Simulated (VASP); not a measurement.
# CsH in VASP: notebook

The runs below take CsH through single point, with r2SCAN.

Program: VASP 6.6.1. These are calculated values, not measurements. Logs are shortened: lines on timing, memory, paths and dates and some standing lists are left out, and cuts for length are marked.

### 1 The cell of the first run

It takes space group Fm-3m (No. 225, cubic). Conventional cell: a = 5.866 Å, b = 5.866 Å, c = 5.866 Å, α = 90.00°, β = 90.00°, γ = 90.00°. Cs (site symmetry m-3m) has 6 H at 2.93 Å within 3.9 Å. H (site symmetry m-3m) has 6 Cs at 2.93 Å within 3.9 Å.

### 2 Single point, r2SCAN (strain -0.080 along x and y, -0.080 along z)

Input file POSCAR:

```
CsH
1.0
    0.0000000000      2.9329600000      2.9329600000
    2.9329600000      0.0000000000      2.9329600000
    2.9329600000      2.9329600000      0.0000000000
Cs H
1 1
Direct
    0.0000000000      0.0000000000      0.0000000000
    0.5000000000      0.5000000000      0.5000000000
```

Input file INCAR.step1:

```
SYSTEM = CsH
PREC = Accurate
ENCUT = 520
ISMEAR = 0
SIGMA = 0.05
LREAL = .FALSE.
LASPH = .TRUE.
NELM = 60
NBANDS = 12
GGA = PE
ALGO = Normal
EDIFF = 1E-4
LWAVE = .TRUE.
LCHARG = .FALSE.
```

Input file INCAR.step2:

```
SYSTEM = CsH
PREC = Accurate
ENCUT = 520
EDIFF = 1E-6
ISMEAR = 0
SIGMA = 0.05
LREAL = .FALSE.
LASPH = .TRUE.
NELM = 60
ALGO = Normal
ISIF = 2
LWAVE = .FALSE.
LCHARG = .TRUE.
METAGGA = R2SCAN
LMIXTAU = .TRUE.
LELF = .TRUE.
LVHAR = .TRUE.
NBANDS = 12
ISTART = 1
```

Input file KPOINTS:

```
Automatic mesh
0
G
  6 6 6
  0 0 0
```

Potentials or basis: VASP PAW PBE potentials, release 64 (Cs_sv, H).

Started as:

```
$ cat potpaw_PBE.64/Cs_sv/POTCAR potpaw_PBE.64/H/POTCAR > POTCAR
$ cp INCAR.step1 INCAR
$ mpirun -np 1 vasp_std > vasp.out
$ cp INCAR.step2 INCAR
$ mpirun -np 1 vasp_std > vasp.out
```

OUTCAR:

```text
SYSTEM = CsH
   PREC = Accurate
   ENCUT = 520
   EDIFF = 1E-6
   ISMEAR = 0
   LREAL = .FALSE.
   LASPH = .TRUE.
   NELM = 60
   ISIF = 2
   METAGGA = R2SCAN
   ISTART = 1

 ion  position               nearest neighbor table
   1  0.000  0.000  0.000-
   2  0.500  0.500  0.500-

  LATTYP: Found a face centered cubic cell.
 ALAT       =     5.8659200000

  Lattice vectors:

 A1 = (   0.0000000000,   2.9329600000,   2.9329600000)
 A2 = (   2.9329600000,   0.0000000000,   2.9329600000)
 A3 = (   2.9329600000,   2.9329600000,   0.0000000000)

Analysis of symmetry for initial positions (statically):
=====================================================================
 Subroutine PRICEL returns:
 Original cell was already a primitive cell.

 Routine SETGRP: Setting up the symmetry group for a
 face centered cubic supercell.

 Subroutine GETGRP returns: Found 48 space group operations
 (whereof 48 operations were pure point group operations)
 out of a pool of 48 trial point group operations.

The static configuration has the point symmetry O_h .

Analysis of symmetry for dynamics (positions and initial velocities):
=====================================================================
 Subroutine PRICEL returns:
 Original cell was already a primitive cell.

 Routine SETGRP: Setting up the symmetry group for a
 face centered cubic supercell.

 Subroutine GETGRP returns: Found 48 space group operations
 (whereof 48 operations were pure point group operations)
 out of a pool of 48 trial point group operations.

The dynamic configuration has the point symmetry O_h .

 Subroutine INISYM returns: Found 48 space group operations
 (whereof 48 operations are pure point group operations),
 and found     1 'primitive' translations

----------------------------------------------------------------------------------------

                                     Primitive cell

  volume of cell :      50.4601

  direct lattice vectors                    reciprocal lattice vectors
     0.000000000  2.932960000  2.932960000    -0.170476242  0.170476242  0.170476242
     2.932960000  0.000000000  2.932960000     0.170476242 -0.170476242  0.170476242
     2.932960000  2.932960000  0.000000000     0.170476242  0.170476242 -0.170476242

  length of vectors
     4.147831810  4.147831810  4.147831810     0.295273513  0.295273513  0.295273513

  position of ions in fractional coordinates (direct lattice)
     0.000000000  0.000000000  0.000000000
     0.500000000  0.500000000  0.500000000

  ion indices of the primitive-cell ions
   primitive index   ion index
                 1           1
                 2           2

----------------------------------------------------------------------------------------

 KPOINTS: Automatic mesh

Automatic generation of k-mesh.
 Grid dimensions read from file:
 generate k-points for:    6    6    6

 Generating k-lattice:

  Cartesian coordinates                     Fractional coordinates (reciprocal lattice)
    -0.028412707  0.028412707  0.028412707     0.166666667  0.000000000  0.000000000
     0.028412707 -0.028412707  0.028412707     0.000000000  0.166666667  0.000000000
     0.028412707  0.028412707 -0.028412707     0.000000000  0.000000000  0.166666667

  Length of vectors
     0.049212252  0.049212252  0.049212252

  Shift w.r.t. Gamma in fractional coordinates (k-lattice)
     0.000000000  0.000000000  0.000000000

 Subroutine IBZKPT returns following result:
 ===========================================

 Found     16 irreducible k-points:

 Following reciprocal coordinates:
            Coordinates               Weight
  0.000000  0.000000  0.000000      1.000000
  0.166667  0.000000  0.000000      8.000000
  0.333333  0.000000  0.000000      8.000000
  0.500000  0.000000  0.000000      4.000000
  0.166667  0.166667  0.000000      6.000000
  0.333333  0.166667  0.000000     24.000000
[... 8 lines left out ...]
 -0.333333  0.333333  0.166667     24.000000
 -0.333333  0.500000  0.166667     12.000000
   k-points           NKPTS =     16   k-points in BZ     NKDIM =     16   number of bands    NBANDS=     12
   number of dos      NEDOS =    301   number of ions     NIONS =      2
   total plane-waves  NPLWV =  32768
   dimension x,y,z NGX =    32 NGY =   32 NGZ =   32
   dimension x,y,z NGXF=    64 NGYF=   64 NGZF=   64
   ions per type =               1   1
   NGX,Y,Z   is equivalent  to a cutoff of  12.83, 12.83, 12.83 a.u.
   NGXF,Y,Z  is equivalent  to a cutoff of  25.65, 25.65, 25.65 a.u.
 SYSTEM =  CsH
   PREC   = accura    normal or accurate (medium, high low for compatibility)
   ISTART =      1    job   : 0-new  1-cont  2-samecut
   ICHARG =      0    charge: 1-file 2-atom 10-const
   ISPIN  =      1    spin polarized calculation?
   LNONCOLLINEAR =      F non collinear calculations
   LSORBIT =      F    spin-orbit coupling
   LASPH  =      T    aspherical Exc in radial PAW
   ENCUT  =  520.0 eV  38.22 Ry    6.18 a.u.   7.71  7.71  7.71*2*pi/ulx,y,z
   NELM   =     60;   NELMIN=  2; NELMDL=  0     # of ELM steps
   EDIFF  = 0.1E-05   stopping-criterion for ELM
   LREAL  =      F    real-space projection
   EDIFFG = 0.1E-04   stopping-criterion for IOM
   NSW    =      0    number of steps for IOM
   IBRION =     -1    ionic relax: 0-MD 1-quasi-New 2-CG
   NFREE  =      0    steps in history (QN), initial steepest desc. (CG)
   ISIF   =      2    stress and relaxation
   ISYM   =      2    0-nonsym 1-usesym 2-fastsym
   POTIM  = 0.5000    time-step for ionic-motion
   TEBEG  =    0.0;   TEEND  =   0.0 temperature during run
   PSTRESS=    0.0 pullay stress
   NELECT =      10.0000    total number of electrons
   NUPDOWN=      -1.0000    fix difference up-down
   EMIN   =  10.00;   EMAX   =-10.00  energy-range for DOS
   EFERMI =   0.00;   METHOD = LEGACY
   ISMEAR =     0;   SIGMA  =   0.05  broadening in eV -4-tet -1-fermi 0-gaus
   EFERMI_NEDOS =   21; number of points for ismear=-14 and -15
   IALGO  =     38    algorithm
   IMIX   =      4    mixing-type and parameters
     AMIX     =   0.40;   BMIX     =  1.00
     AMIX_MAG =   1.60;   BMIX_MAG =  1.00
  volume/ion in A,a.u.               =      25.23       170.26
  Fermi-wavevector in a.u.,A,eV,Ry     =   0.954462  1.803672 12.394879  0.910998
  Thomas-Fermi vector in A             =   2.083211
   LORBIT       =      0    0 simple, 1 ext, 2 COOP (PROOUT), +10 PAW based schemes
   METAGGA = R2SCAN    functional components
   LHFCALC =     F    Hartree Fock is set to
   AEXX    =    0.0000 exact exchange contribution
   IVDW    =     0    specifies the selected vdW correction
   LEPSILON=     F    determine dielectric tensor
   LRPA    =     F    only Hartree local field effects (RPA)
 non-spin polarized calculation
 Gauss-broadening in eV      SIGMA  =   0.05
  energy-cutoff  :      520.00
  volume of cell :       50.46
 maximum number of plane-waves:      1380
   NGX = 15   NGY = 15   NGZ = 15

 number of electron       9.9999999 magnetization

 Free energy of the ion-electron system (eV)
  ---------------------------------------------------
  ext. energy  EPLUGINS =         0.00000000
  ---------------------------------------------------
  free energy    TOTEN  =       -28.83429287 eV

  energy without entropy =      -28.83429287  energy(sigma->0) =      -28.83429287

 E-fermi :   1.6154     XC(G=0):  -8.6135

 val. band max:        1.3182047660   @ k =   0.5000   0.0000   0.0000
 cond. band min:       3.5798052716   @ k =   0.5000   0.0000   0.0000
 fundamental gap:      2.2616005056
 Fermi energy:         1.6153976616

 k-point     1 :       0.0000    0.0000    0.0000
  band No.  band energies     occupation
      1     -21.0621      2.00000
      2      -6.7655      2.00000
      3      -6.7655      2.00000
      4      -6.7655      2.00000
      5      -0.8846      2.00000
      6       6.8654      0.00000
      7       6.8654      0.00000
      8       6.8654      0.00000
      9       8.6020      0.00000
     10       9.2879      0.00000
     11       9.2879      0.00000
     12      10.7640      0.00000

 k-point     2 :       0.1667    0.0000    0.0000
  band No.  band energies     occupation
      1     -21.0098      2.00000
      2      -7.2588      2.00000
      3      -6.8109      2.00000
      4      -6.8109      2.00000
      5      -0.2943      2.00000
      6       5.9288      0.00000
      7       7.0736      0.00000
      8       7.0736      0.00000
      9       8.1420      0.00000
     10       8.6896      0.00000
     11       8.6896      0.00000
     12      12.2736      0.00000

 k-point     3 :       0.3333    0.0000    0.0000
  band No.  band energies     occupation
      1     -20.9017      2.00000
      2      -8.0701      2.00000
      3      -6.8989      2.00000
      4      -6.8989      2.00000
      5       0.7523      2.00000
      6       4.3645      0.00000
      7       6.6465      0.00000
      8       6.6466      0.00000
      9       8.7950      0.00000
     10       9.6116      0.00000
     11       9.6116      0.00000
     12      15.2147      0.00000
[... 166 lines left out ...]
 k-point    15 :      -0.3333    0.3333    0.1667
  band No.  band energies     occupation
      1     -20.7941      2.00000
      2      -8.0167      2.00000
      3      -7.5631      2.00000
      4      -7.2001      2.00000
      5       0.2874      2.00000
      6       5.1609      0.00000
      7       6.1401      0.00000
      8       7.5840      0.00000
      9      10.0880      0.00000
     10      10.3771      0.00000
     11      12.3706      0.00000
     12      12.7893      0.00000

 k-point    16 :      -0.3333    0.5000    0.1667
  band No.  band energies     occupation
      1     -20.7771      2.00000
      2      -7.9520      2.00000
      3      -7.5293      2.00000
      4      -7.3899      2.00000
      5      -0.1839      2.00000
      6       4.9915      0.00000
      7       7.0262      0.00000
      8       7.8438      0.00000
      9      11.2992      0.00000
     10      11.6817      0.00000
     11      11.8223      0.00000
     12      12.2952      0.00000

------------------------ aborting loop because EDIFF is reached ----------------------------------------

  FORCE on cell =-STRESS in cart. coord.  units (eV):
  Direction    XX          YY          ZZ          XY          YZ          ZX
  --------------------------------------------------------------------------------------
  -------------------------------------------------------------------------------------
  Total        1.2786437      1.2786437      1.2786437      0.0000000      0.0000000      0.0000000
  in kB       40.5986610     40.5986610     40.5986610      0.0000000      0.0000000      0.0000000
  external PRESSURE =      40.5986610 kB  Pullay stress =       0.0000000 kB

 VOLUME and BASIS-vectors are now :
 -----------------------------------------------------------------------------
  energy-cutoff  :      520.00
  volume of cell :       50.46
      direct lattice vectors                 reciprocal lattice vectors
     0.000000000  2.932960000  2.932960000    -0.170476242  0.170476242  0.170476242
     2.932960000  0.000000000  2.932960000     0.170476242 -0.170476242  0.170476242
     2.932960000  2.932960000  0.000000000     0.170476242  0.170476242 -0.170476242

 POSITION                                       TOTAL-FORCE (eV/Angst)
 -----------------------------------------------------------------------------------
      0.00000      0.00000      0.00000         0.000000      0.000000      0.000000
      2.93296      2.93296      2.93296        -0.000000     -0.000000      0.000000
 -----------------------------------------------------------------------------------
    total drift:                                0.000000     -0.000000     -0.000000

  FREE ENERGIE OF THE ION-ELECTRON SYSTEM (eV)
  ---------------------------------------------------
  free  energy   TOTEN  =       -28.8342928652 eV

  energy  without entropy=      -28.8342928652  energy(sigma->0) =      -28.83429287
```

Run time: 22 s. Hardware: 1 thread of Intel Xeon Platinum 8559C (Emerald Rapids), shared host; peak memory 0.18 GiB.

What came out:

- Free energy: -28.8343 eV
- Pressure: 4.1 GPa
- Band gap on the k mesh: 2.26 eV, direct

Levels at points of the mesh, in eV from the valence-band top:
| k point | band 1 | band 2 | band 3 | band 4 | band 5 | band 6 | band 7 | band 8 | band 9 | band 10 |
| --- | --- | --- | --- | --- | --- | --- | --- | --- | --- | --- |
| (0.00, 0.00, 0.00) | -22.38 | -8.08 | -8.08 | -8.08 | -2.20 | 5.55 | 5.55 | 5.55 | 7.28 | 7.97 |
| (0.50, 0.00, 0.00) | -22.16 | -9.74 | -8.26 | -8.26 | 0.00 | 2.26 | 5.01 | 5.01 | 8.69 | 9.67 |
| (0.50, 0.50, 0.00) | -22.10 | -9.46 | -8.61 | -8.61 | -2.04 | 2.83 | 7.29 | 9.82 | 9.89 | 10.09 |

Caveat: the cell differs from its parent crystal (strain -0.080 along x and y, -0.080 along z); the PAW data sets were made with another functional, which shifts forces and pressure a little; spin-orbit coupling is left out, which moves the levels of the heavy elements. A k mesh can miss the band edges.

### 3 Single point, r2SCAN (strain -0.040 along x and y, -0.040 along z)

Input file POSCAR:

```
CsH
1.0
    0.0000000000      3.0604800000      3.0604800000
    3.0604800000      0.0000000000      3.0604800000
    3.0604800000      3.0604800000      0.0000000000
Cs H
1 1
Direct
    0.0000000000      0.0000000000      0.0000000000
    0.5000000000      0.5000000000      0.5000000000
```

Input file INCAR.step1:

```
  ALGO = Normal
  EDIFF = 1E-4
  ENCUT = 520
  GGA = PE
  ISMEAR = 0
  LASPH = True
  LCHARG = False
  LREAL = False
  LWAVE = True
  NBANDS = 12
  NELM = 100
  PREC = Accurate
  SIGMA = 0.05
```

Input file INCAR.step2:

```
  ALGO = Normal
  EDIFF = 1E-6
  ENCUT = 520
  ISIF = 2
  ISMEAR = 0
  ISTART = 1
  LASPH = True
  LCHARG = False
  LMIXTAU = True
  LREAL = False
  LWAVE = False
  METAGGA = R2SCAN
  NBANDS = 12
  NELM = 100
  PREC = Accurate
  SIGMA = 0.05
```

Input file KPOINTS:

```
k-points
0
Gamma
  6 6 6
```

Potentials or basis: VASP PAW PBE potentials, release 64 (Cs_sv, H).

Started as:

```
$ cat potpaw_PBE.64/Cs_sv/POTCAR potpaw_PBE.64/H/POTCAR > POTCAR
$ cp INCAR.step1 INCAR
$ mpirun -np 1 vasp_std > vasp.out
$ cp INCAR.step2 INCAR
$ mpirun -np 1 vasp_std > vasp.out
```

Run time: 21 s. Hardware: 1 thread of Intel Xeon Platinum 8559C (Emerald Rapids), shared host; peak memory 0.17 GiB.

The run converged. Its results:

```yaml
Free_energy: -28.9525 eV
Pressure: 1.6 GPa
Band_gap_on_the_k_mesh: 2.50 eV, direct
```

Levels at points of the mesh, in eV from the valence-band top:
```tsv
k point	band 2	band 3	band 4	band 5	band 6	band 7	band 8	band 9
(0.00, 0.00, 0.00)	-8.10	-8.10	-8.10	-1.91	5.65	5.65	5.65	6.79
(0.50, 0.00, 0.00)	-9.28	-8.23	-8.23	0.00	2.50	5.17	5.17	8.23
(0.50, 0.50, 0.00)	-9.09	-8.48	-8.48	-1.54	3.22	6.62	9.21	9.46
```

Caveat: the cell differs from its parent crystal (strain -0.040 along x and y, -0.040 along z); the PAW data sets were made with another functional, which shifts forces and pressure a little; spin-orbit coupling is left out, which moves the levels of the heavy elements.

### 4 Single point, r2SCAN (strain +0.040 along x and y, +0.040 along z)

Input file POSCAR:

```
CsH
1.0
    0.0000000000      3.3155200000      3.3155200000
    3.3155200000      0.0000000000      3.3155200000
    3.3155200000      3.3155200000      0.0000000000
Cs H
1 1
Direct
    0.0000000000      0.0000000000      0.0000000000
    0.5000000000      0.5000000000      0.5000000000
```

Input file INCAR.step1:

```
SYSTEM = CsH
  PREC = Accurate
  ENCUT = 520
  ISMEAR = 0
  SIGMA = 0.05
  LREAL = .False.
  LASPH = .True.
  NELM = 100
  NBANDS = 12
  GGA = PE
  ALGO = Normal
  EDIFF = 1E-4
  LWAVE = .True.
  LCHARG = .False.
```

Input file INCAR.step2:

```
SYSTEM = CsH
  PREC = Accurate
  ENCUT = 520
  EDIFF = 1E-6
  ISMEAR = 0
  SIGMA = 0.05
  LREAL = .False.
  LASPH = .True.
  NELM = 100
  ALGO = Normal
  ISIF = 2
  LWAVE = .False.
  LCHARG = .True.
  METAGGA = R2SCAN
  LMIXTAU = .True.
  LELF = .True.
  LVHAR = .True.
  NBANDS = 12
  ISTART = 1
```

Input file KPOINTS:

```
regular mesh
0
Gamma
  6 6 6
  0 0 0
```

Started as:

```
$ cat potpaw_PBE.64/Cs_sv/POTCAR potpaw_PBE.64/H/POTCAR > POTCAR
$ cp INCAR.step1 INCAR
$ mpirun -np 1 vasp_std > vasp.out
$ cp INCAR.step2 INCAR
$ mpirun -np 1 vasp_std > vasp.out
```

Wall time 30 s (1 thread of Intel Xeon Platinum 8559C (Emerald Rapids), shared host); peak memory 0.21 GiB.

The run converged. Its results:

| Property | Result |
| --- | --- |
| Free energy | -28.9664 eV |
| Pressure | -0.9 GPa |
| Band gap on the k mesh | 2.77 eV, direct |

Levels at points of the mesh, in eV from the valence-band top:
```
           k point  band 1  band 2  band 3  band 4  band 5  band 6  band 7  band 8  band 9  band 10
(0.00, 0.00, 0.00)  -22.07   -8.26   -8.26   -8.26   -1.42    5.67    5.67    5.67    5.91     7.38
(0.50, 0.00, 0.00)  -22.02   -8.84   -8.32   -8.32    0.00    2.77    5.28    5.28    7.37     8.50
(0.50, 0.50, 0.00)  -22.00   -8.76   -8.45   -8.45   -0.85    3.70    5.62    8.10    8.49     8.49
```

Caveat: the cell differs from its parent crystal (strain +0.040 along x and y, +0.040 along z); the PAW data sets were made with another functional, which shifts forces and pressure a little; spin-orbit coupling is left out, which moves the levels of the heavy elements. A k mesh can miss the band edges.

### 5 Single point, r2SCAN (strain +0.080 along x and y, +0.080 along z)

Input file POSCAR:

```
CsH
1.0
    0.0000000000      3.4430400000      3.4430400000
    3.4430400000      0.0000000000      3.4430400000
    3.4430400000      3.4430400000      0.0000000000
Cs H
1 1
Direct
    0.0000000000      0.0000000000      0.0000000000
    0.5000000000      0.5000000000      0.5000000000
```

Edit INCAR.step1 of step 4 so:

```diff
@@ -7,3 +7,3 @@
   LASPH = .True.
-  NELM = 100
+  NELM = 60
   NBANDS = 12
```

Input file INCAR.step2:

```
SYSTEM = CsH
  PREC = Accurate
  ENCUT = 520
  EDIFF = 1E-6
  ISMEAR = 0
  SIGMA = 0.05
  LREAL = .False.
  LASPH = .True.
  NELM = 60
  ALGO = Normal
  ISIF = 2
  LWAVE = .False.
  LCHARG = .False.
  METAGGA = R2SCAN
  LMIXTAU = .True.
  NBANDS = 12
  ISTART = 1
```

Input file KPOINTS:

```
Automatic mesh
0
Gamma
  6 6 6
  0 0 0
```

Started as:

```
$ cat potpaw_PBE.64/Cs_sv/POTCAR potpaw_PBE.64/H/POTCAR > POTCAR
$ cp INCAR.step1 INCAR
$ mpirun -np 1 vasp_std > vasp.out
$ cp INCAR.step2 INCAR
$ mpirun -np 1 vasp_std > vasp.out
```

Run time: 31 s. Hardware: 1 thread of Intel Xeon Platinum 8559C (Emerald Rapids), shared host; peak memory 0.21 GiB.

It converged, with:

* Free energy: -28.9029 eV
* Pressure: -1.4 GPa
* Band gap on the k mesh: 2.83 eV, direct

Levels at points of the mesh, in eV from the valence-band top:
| k point | band 2 | band 3 | band 4 | band 5 | band 6 | band 7 | band 8 | band 9 |
| --- | --- | --- | --- | --- | --- | --- | --- | --- |
| (0.00, 0.00, 0.00) | -8.39 | -8.39 | -8.39 | -1.23 | 5.50 | 5.61 | 5.61 | 5.61 |
| (0.50, 0.00, 0.00) | -8.80 | -8.43 | -8.43 | 0.00 | 2.83 | 5.25 | 5.25 | 6.97 |
| (0.50, 0.50, 0.00) | -8.74 | -8.52 | -8.52 | -0.63 | 3.82 | 5.23 | 7.59 | 8.03 |

Caveat: the cell differs from its parent crystal (strain +0.080 along x and y, +0.080 along z); the PAW data sets were made with another functional, which shifts forces and pressure a little; spin-orbit coupling is left out, which moves the levels of the heavy elements. A k mesh can miss the band edges.

(Continued in part 2 of 2.)
